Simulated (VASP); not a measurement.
Write the native input for VASP 6.6.1 that does the following.

```
Task                   : single point
Functional             : PBE
Potentials or basis    : VASP PAW PBE potentials, release 64 (Ca_sv, Al, O)
Cutoff                 : 520 eV
k mesh                 : 6 × 6 × 2
Occupations            : gaussian, width 0.2 eV
Spin                   : no spin polarisation
Dipole correction      : no
Further INCAR settings : LREAL = Auto; ALGO = Normal; EDIFF = 1e-06; NBANDS = 61
```

The structure of Ca2Al3O3 lies in POSCAR:

```
Ca2Al3O3
1.0
    3.7429593657      0.0000000000      0.0000000000
    0.0000000000      3.7429593657      0.0000000000
    0.0000000000      0.0000000000     17.1375068699
Ca Al O
4 6 6
Direct
    0.5000000000      0.0000000000      0.5727587090
    1.0000000000      0.5000000000      0.2304736534
    1.0000000000      0.5000000000      0.4272412910
    0.5000000000      0.0000000000      0.7695263466
    0.0000000000      0.0000000000      0.0000000000
    0.0000000000      0.5000000000      0.8859119125
    0.5000000000      0.5000000000      0.0000000000
    0.5000000000      0.0000000000      0.1140880875
    0.5000000000      0.0000000000      0.3352614795
    0.0000000000      0.5000000000      0.6647385205
    0.5000000000      0.0000000000      0.4409779428
    0.5000000000      0.5000000000      0.3167467519
    0.0000000000      0.0000000000      0.3167467519
    0.0000000000      0.5000000000      0.5590220572
    0.5000000000      0.5000000000      0.6832532481
    0.0000000000      0.0000000000      0.6832532481
```

The input as run:

INCAR

```
PREC = Accurate ; ENCUT = 520
EDIFF = 1E-6 ; ISMEAR = 0
SIGMA = 0.2 ; LREAL = Auto
LASPH = T ; NELM = 100
ALGO = Normal ; ISIF = 2
LWAVE = F ; LCHARG = F
GGA = PE ; NBANDS = 61
```

KPOINTS

```
Automatic mesh
0
Gamma
  6 6 2
```

Potentials or basis: VASP PAW PBE potentials, release 64 (Ca_sv, Al, O).

Command:

```sh
$ cat potpaw_PBE.64/Ca_sv/POTCAR potpaw_PBE.64/Al/POTCAR potpaw_PBE.64/O/POTCAR > POTCAR
$ mpirun -np 1 vasp_std > vasp.out
```

It gave:

```
Pressure               : 0.3 GPa
Largest force          : 0.153 eV/Å
Band gap on the k mesh : zero (bands 47 and 48 overlap by 3.04 eV)
```

Wall time 20 min on 1 thread of Oxide Virtual Turin-like Processor, on a shared host, peak memory 0.38 GiB.
